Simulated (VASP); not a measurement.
**TiH2: single point with r2SCAN**

The system is TiH2.

```xyz
3
Lattice="-1.5541 1.5541 2.0790 1.5541 -1.5541 2.0790 1.5541 1.5541 -2.0790" Properties=species:S:1:pos:R:3 pbc="T T T"
Ti    0.0000    0.0000    0.0000
H     0.0000    1.5541    1.0395
H     1.5541    0.0000    1.0395
```

- Program: VASP 6.6.1
- Task: single point
- Functional: r2SCAN
- Potentials or basis: VASP PAW PBE potentials, release 64 (Ti_sv, H)
- Cutoff: 520 eV
- k mesh: 13 × 13 × 13
- Occupations: fermi-dirac, width 0.1 eV
- Spin: no spin polarisation
- Dipole correction: no
- Further INCAR settings: ALGO = Normal; EDIFF = 1e-06; NBANDS = 14

```yaml
Pressure: 10.8 GPa
Band_gap_on_the_k_mesh: zero (bands 7 and 8 overlap by 0.75 eV)
```

Stress tensor (GPa, compression positive):
```
11.09  0.00  0.00
 0.00 11.09  0.00
 0.00  0.00 10.19
```

Levels at points of the mesh, in eV from the Fermi level:
| k point | band 4 | band 5 | band 6 | band 7 | band 8 | band 9 | band 10 | band 11 |
| --- | --- | --- | --- | --- | --- | --- | --- | --- |
| (0.00, 0.00, 0.00) | -34.56 | -11.63 | -0.41 | -0.41 | -0.01 | 0.28 | 1.46 | 1.97 |

Run time: 3.4 min on 1 thread of Intel Xeon 8259CL (shared host), peak memory 0.19 GiB.

Caveat: the cell stands under pressure; the PAW data sets were made with another functional, which shifts forces and pressure a little.
